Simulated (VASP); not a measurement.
Wanted: the native input for a VASP 6.6.1 run.

```yaml
Task: single point
Functional: LDA
Potentials_or_basis: VASP PAW LDA potentials, release 64 (Si, O)
Cutoff: 520 eV
k_mesh: 1 × 1 × 1
Occupations: fermi-dirac, width 0.02 eV
Spin: collinear spin
Starting_moments: "[0.0, 0.0, 0.0, 0.0, 0.0, 0.0, 0.0, 0.0, 0.0, 0.0, 0.0, 0.0, 0.0, 0.12, 0.05, 0.0, 0.0, 0.0, 0.0, 0.09, 0.0, 0.0, 0.0, 0.0, 1.52] μB"
Dipole_correction: no
Further_INCAR_settings: LREAL = Auto; ALGO = Normal; EDIFF = 1e-06; NBANDS = 89
```

The structure of Si8O17 (a cell with a defect) lies in POSCAR:

```
Si8O17
1.0
   -4.9501000000     -4.9501000000      0.0000000000
    4.9501000000     -4.9501000000      0.0000000000
    0.0000000000      0.0000000000      6.8760000000
Si O
8 17
Direct
    0.2110967455      0.4856972586     -0.0250727167
    0.0273327812      0.1780772106      0.2279668412
    0.8250439385      0.4697783883      0.4883507853
    0.0154441324      0.7713480536      0.7215532286
    0.7465404739     -0.0303731238     -0.0002326934
    0.5148582857      0.6448758611      0.2377545084
    0.3427304499     -0.0465950183      0.4876236184
    0.5380598372      0.2896204117      0.7567190227
    0.3367709743      0.5590897154      0.1562681792
    0.9878285287      0.3199430315      0.4156631763
    0.7286317448      0.3976283307      0.7008580570
    0.0738267914      0.6519363245      0.8995200698
    0.9341831478      0.6721682390      0.5254508435
    0.6674713642      0.4739197188      0.3273851076
    0.1310074544      0.2650047474      0.0187754508
    0.3546393002      0.4291630472      0.7990983130
    0.8661239167      0.0382820549      0.1851367074
    0.5045857659      0.7997313186      0.4344386271
    0.2158138219      0.8906890770      0.6787376382
    0.6065129997      0.1371285429      0.9189645143
    0.4512333084      0.1604311024      0.5752472368
    0.1826528757      0.0224338902      0.3032431646
    0.6246540474      0.7776610574      0.0920884235
    0.8583968001      0.9253247409      0.8036067481
    0.9245873821      0.4357285711      0.0843804538
```

One way to write it, as run:

INCAR

```
SYSTEM = Si8O17
PREC = Accurate
ENCUT = 520
EDIFF = 1E-6
ISMEAR = -1
SIGMA = 0.02
LREAL = Auto
LASPH = .TRUE.
NELM = 150
ALGO = Normal
ISIF = 2
LWAVE = .FALSE.
LCHARG = .FALSE.
ISPIN = 2
MAGMOM = 0 0 0 0 0 0 0 0 0 0 0 0 0 0.12 0.05 0 0 0 0 0.09 0 0 0 0 1.52
LORBIT = 11
NBANDS = 89
```

KPOINTS

```
Automatic mesh
0
G
  1 1 1
  0 0 0
```

Potentials or basis: VASP PAW LDA potentials, release 64 (Si, O).

Launch:

```sh
$ cat potpaw_LDA.64/Si/POTCAR potpaw_LDA.64/O/POTCAR > POTCAR
$ mpirun -np 1 vasp_gam > vasp.out
```

It gave:

* Pressure: -1.5 GPa
* Largest force: 7.677 eV/Å
* Band gap on the k mesh: 0.34 eV
* Net moment: 2.00 μB per cell
* Site moments: Si -0.01, -0.00, +0.00; O -0.00, +0.09, +0.01, +0.06, +0.00, +0.04, +0.33, +1.13 μB
* Valence electrons inside the program's atomic spheres: Si 1.65, 1.67, 1.70, 1.63, 1.69, 1.53; O 5.31, 5.17, 5.20, 5.28, 5.19, 5.08, 5.29, 5.14, 5.22, 5.13, 4.73

Caveat: the k points lie up to 0.91 Å⁻¹ apart.

It took 2.8 min on 1 thread of AMD EPYC 7R13, with other jobs on the host, peak memory 0.28 GiB.
